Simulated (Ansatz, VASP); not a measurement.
One calculation of SnO2, two programs

File INCAR:

```
SYSTEM = SnO2
PREC     = Accurate       ! precision mode
ENCUT    = 600            ! plane-wave cutoff, eV
EDIFF    = 1E-7           ! SCF threshold, eV
ISMEAR   = 0              ! smearing method
SIGMA    = 0.02           ! smearing width, eV
LREAL    = .FALSE.        ! projectors in reciprocal space
LASPH    = .TRUE.         ! aspherical terms in the spheres
NELM     = 100            ! most SCF steps
ALGO     = Normal         ! electronic algorithm
ISIF     = 3              ! what is computed and relaxed
LWAVE    = .FALSE.        ! write WAVECAR
LCHARG   = .FALSE.        ! write CHGCAR
IBRION   = 2              ! ionic algorithm
NSW      = 70             ! ionic steps
EDIFFG   = -0.005         ! ionic threshold
```

KPOINTS

```
Automatic mesh
0
G
  6 6 8
  0 0 0
```

File POSCAR:

```
SnO2
1.0
    4.8274196571      0.0000000000      0.0000000000
    0.0000000000      4.8274196571      0.0000000000
    0.0000000000      0.0000000000      3.2380690932
Sn O
2 4
Direct
    0.0000000000      0.0000000000      0.0000000000
    0.5000000000      0.5000000000      0.5000000000
    0.3065442635      0.3065442635      0.0000000000
    0.1934557365      0.8065442635      0.5000000000
    0.6934557365      0.6934557365      0.0000000000
    0.8065442635      0.1934557365      0.5000000000
```

Input for Ansatz:

```yaml
crystal:
  lattice:
    - [4.8274196571, 0.0, 0.0]
    - [0.0, 4.8274196571, 0.0]
    - [0.0, 0.0, 3.2380690932]
  atoms:
    - { symbol: Sn, position: [0.0, 0.0, 0.0] }
    - { symbol: Sn, position: [0.5, 0.5, 0.5] }
    - { symbol: O, position: [0.3065442635, 0.3065442635, 0.0] }
    - { symbol: O, position: [0.1934557365, 0.8065442635, 0.5] }
    - { symbol: O, position: [0.6934557365, 0.6934557365, 0.0] }
    - { symbol: O, position: [0.8065442635, 0.1934557365, 0.5] }
basis:
  ecutwfc: 420
kpoints:
  mp_grid: { grid: [6, 6, 8] }
hamiltonian:
  xc: lda
scf:
  occupations: { method: gaussian, width: 0.02 }
output:
  forces: true
  stress: true
  eigenvalues: true
relax:
  adjacent_minimum: "off"
  f_tol: 0.005
  max_steps: 50
  cell: { stress_tol: 0.05 }
```

Alike in both runs: task relaxation of cell and atoms; functional LDA; k mesh 6 × 6 × 8; occupations gaussian, width 0.02 eV; no spin polarisation.

|  | VASP | Ansatz |
| --- | --- | --- |
| version | VASP 6.6.1 | Ansatz 0.2.0 |
| potentials or method | VASP PAW LDA potentials, release 64 (Sn_d, O), cutoff 600 eV | scalar-relativistic, plane waves, PAW |
| valence electrons in the cell | 52 | 52 |

```tsv
	VASP	Ansatz	Ansatz less VASP
gap on the k mesh at the Fermi level, each at its own relaxed structure (eV)	1.15	1.16	+0.009
relaxed volume (Å³/atom)	11.90	11.86	-0.043
relaxed cell length with the largest relative difference (Å)	3.196	3.190	-0.0056
```

LDA's correlation is that of Perdew and Zunger in VASP and of Perdew and Wang (1992) in Ansatz.
